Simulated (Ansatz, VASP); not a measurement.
One calculation of LiF, two programs

```
Li F
1.0
     0.00000    2.74743    4.86278
     1.41783    0.00000    4.86278
     1.41783    2.74743    0.00000
Li F
2 2
Direct
  0.18366 0.18366 0.81634
  0.43366 0.43366 0.06634
  0.81634 0.81634 0.18366
  0.06634 0.06634 0.43366
```

Alike in both runs: task relaxation of cell and atoms; functional PBE; k mesh 10 × 10 × 10; occupations gaussian, width 0.02 eV; no spin polarisation.

|  | VASP | Ansatz |
| --- | --- | --- |
| version | VASP 6.6.1 | Ansatz 0.2.0 |
| potentials or method | VASP PAW PBE potentials, release 64 (Li_sv, F), cutoff 600 eV | scalar-relativistic, plane waves, PAW |
| valence electrons in the cell | 20 | 20 |

Ansatz gave:

| Quantity | Value |
| --- | --- |
| gap on the k mesh at the Fermi level, each at its own relaxed structure (eV) | 7.80 |
| relaxed volume (Å³/atom) | 9.47 |
| relaxed cell length with the largest relative difference (Å) | 3.092 |

Which values does VASP return?

gap on the k mesh at the Fermi level, each at its own relaxed structure (eV): 7.84; relaxed volume (Å³/atom): 9.39; relaxed cell length with the largest relative difference (Å): 3.082.

Noted on VASP's run: the cutoff is short for stress, so the pressure is rough.
